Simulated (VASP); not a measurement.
Input of a VASP 6.6.1 run:

File INCAR:

```
SYSTEM = MgI2
PREC = Accurate ; ENCUT = 520
EDIFF = 1E-7 ; ISMEAR = 0
SIGMA = 0.02 ; LREAL = .False.
LASPH = .True. ; NELM = 80
ALGO = Normal ; ISIF = 2
LWAVE = .False. ; LCHARG = .False.
GGA = PS ; NBANDS = 15
```

KPOINTS

```
regular mesh
0
Gamma
  6 6 4
  0 0 0
```

The input POSCAR:

```
MgI2
1.0
    4.1286067805      0.0000000000      0.0000000000
   -2.0643033902      3.5754783541      0.0000000000
    0.0000000000      0.0000000000      7.1297002822
Mg I
1 2
Direct
    0.0000000000      0.0000000000      0.0000000000
    0.3333333391      0.6666666609      0.7656484170
    0.6666666609      0.3333333391      0.2343515830
```

Potentials or basis: VASP PAW PBE potentials, release 64 (Mg, I).

The run is started by

```console
$ cat potpaw_PBE.64/Mg/POTCAR potpaw_PBE.64/I/POTCAR > POTCAR
$ mpirun -np 1 vasp_std > vasp.out
```

Question: Estimate the pressure.

Answer: -0.1 GPa.

Question: What does it give for the band gap on the k mesh?

Answer: 3.54 eV, indirect (least direct gap 3.69 eV).

Question: Estimate the largest force.

Answer: 0.004 eV/Å.

Forces in eV/Å, atoms in the order of the input:
```
Mg   0.000  0.000  0.000
I    0.000  0.000  0.004
I    0.000  0.000 -0.004
```

Caveat: the PAW data sets were made with another functional, which shifts forces and pressure a little; spin-orbit coupling is left out, which moves the levels of the heavy elements; this functional lacks dispersion, which binds the layers, so the pressure and a relaxed spacing across them are unreliable. PBEsol gaps usually lie below the measured ones, often by a third to a half.
